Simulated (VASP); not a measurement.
BiTe: single point with PBEsol

BiTe:

```xyz
2
Lattice="0.0000 3.2997 3.2350 3.2997 0.0000 3.2350 3.2997 3.2997 0.0000" Properties=species:S:1:pos:R:3 pbc="T T T"
Bi    0.0000    0.0000    0.0000
Te    3.2997    3.2997    3.2350
```

This cell differs from its parent crystal: strain +0.0200 x Voigt [1, 1, 0, 0, 0, 0].

| Property | Result |
| --- | --- |
| Program | VASP 6.6.1 |
| Task | single point |
| Functional | PBEsol |
| Potentials or basis | VASP PAW PBE potentials, release 64 (Bi_d, Te) |
| Cutoff | 520 eV |
| k mesh | 14 × 14 × 14 |
| Occupations | methfessel-paxton, width 0.1 eV |
| Spin | no spin polarisation |
| Dipole correction | no |
| Further INCAR settings | ALGO = Normal; EDIFF = 1e-06; NBANDS = 18 |

- Pressure: -3.4 GPa

Stress tensor (GPa, compression positive):
```
-3.85  0.00  0.00
 0.00 -3.85  0.00
 0.00  0.00 -2.42
```

Levels at points of the mesh, in eV from the Fermi level:
```
           k point  band 7  band 8  band 9  band 10  band 11  band 12  band 13  band 14
(0.00, 0.00, 0.00)   -8.28   -2.60   -2.34    -2.34     1.92     1.92     2.36     4.65
(0.50, 0.00, 0.00)  -11.14   -1.84   -1.82    -1.60    -0.85    -0.60    -0.54     7.15
(0.50, 0.50, 0.00)  -10.09   -5.46   -3.85    -3.85     2.29     3.36     3.36     4.87
(0.50, 0.00, 0.50)   -9.89   -5.39   -3.95    -3.69     2.33     3.20     3.66     4.58
```

Wall time 3.1 min on 1 thread of Intel(R) Xeon(R) Platinum 8488C (Sapphire Rapids), on a shared host, peak memory 0.44 GiB.

Caveat: the cell differs from its parent crystal (strain +0.0200 x Voigt [1, 1, 0, 0, 0, 0]); the PAW data sets were made with another functional, which shifts forces and pressure a little; spin-orbit coupling is left out, which moves the levels of the heavy elements.
